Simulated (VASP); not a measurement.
A run of VASP 6.6.1:

The input INCAR:

```
PREC = Accurate ; ENCUT = 520
EDIFF = 1E-7 ; ISMEAR = 0
SIGMA = 0.1 ; LREAL = False
LASPH = True ; NELM = 60
ALGO = Normal ; ISIF = 2
LWAVE = False ; LCHARG = False
GGA = PE ; NBANDS = 12
```

Contents of KPOINTS:

```
Automatic mesh
0
Gamma
  16 16 16
```

POSCAR

```
Zr
1.0
   -1.7615282000      1.7615282000      1.7615282000
    1.7615282000     -1.7615282000      1.7615282000
    1.7615282000      1.7615282000     -1.7615282000
Zr
1
Direct
    0.0000000000      0.0000000000      0.0000000000
```

Potentials or basis: VASP PAW PBE potentials, release 64 (Zr_sv).

Launch:

```console
$ cat potpaw_PBE.64/Zr_sv/POTCAR > POTCAR
$ mpirun -np 1 vasp_std > vasp.out
```

Hardware: 1 thread of Intel Xeon 8259CL (shared host).

Problem. How long does it take, and how much memory?

Solution. It took 34 s on 1 thread of Intel Xeon 8259CL, with other jobs on the host, peak memory 0.16 GiB. Counts: scf iterations 13, k points 145.
